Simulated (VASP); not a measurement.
Runs of VASP 6.6.1 on Sn3TeO2. The structure is that of space group P6/mmm (No. 191), or close to it. The cells are those of the table. The cell was generated, and may not be a known phase.

```csv
task,cell,k mesh,cutoff (eV),gap on the mesh (eV),pressure (GPa),relaxed volume (Å³/atom)
single point,"a = 6.655, b = 6.655, c = 3.329 Å, angles 90.0, 90.0, 120.0°, 6 atoms",3 × 3 × 4,520,none,(b),-
single point,"a = 6.635, b = 6.635, c = 3.356 Å, angles 90.0, 90.0, 120.0°, 6 atoms",6 × 6 × 12,520,none,(a),-
relaxation of cell and atoms,"relaxed from a = 6.312, b = 6.312, c = 4.117 Å, angles 90.0, 90.0, 120.0°, 6 atoms",3 × 3 × 4,600,none,-0.1,21.36
relaxation of cell and atoms,"relaxed from a = 6.655, b = 6.655, c = 3.329 Å, angles 90.0, 90.0, 120.0°, 6 atoms",3 × 3 × 6,600,none,-0.1,21.39
single point,"a = 6.616, b = 6.616, c = 3.383 Å, angles 90.0, 90.0, 120.0°, 6 atoms",3 × 3 × 6,520,none,-0.1,-
single point,"a = 6.312, b = 6.312, c = 4.117 Å, angles 90.0, 90.0, 120.0°, 6 atoms",3 × 3 × 4,520,none,-7.1,-
```

Alike in all rows: level PBE; potentials or basis VASP PAW PBE potentials, release 64 (Sn_d, Te, O); no spin polarisation; smearing gaussian 0.1 eV.

**Question.** Estimate the missing entries.

**Answer.** (a) 0.0; (b) 0.1.

Caveats: some runs use coarse meshes; spin-orbit coupling is left out, which moves the levels of the heavy elements; a cell axis changed by over 15 % at a fixed basis, so the end point is rough (at least some runs); semilocal functionals underestimate gaps, and a narrow one can read as zero (at least some runs).

A k mesh can miss the band edges, and the runs leave out spin-orbit coupling on Sn, Te.

A gap of «none» marks levels without a gap at the run's occupations.
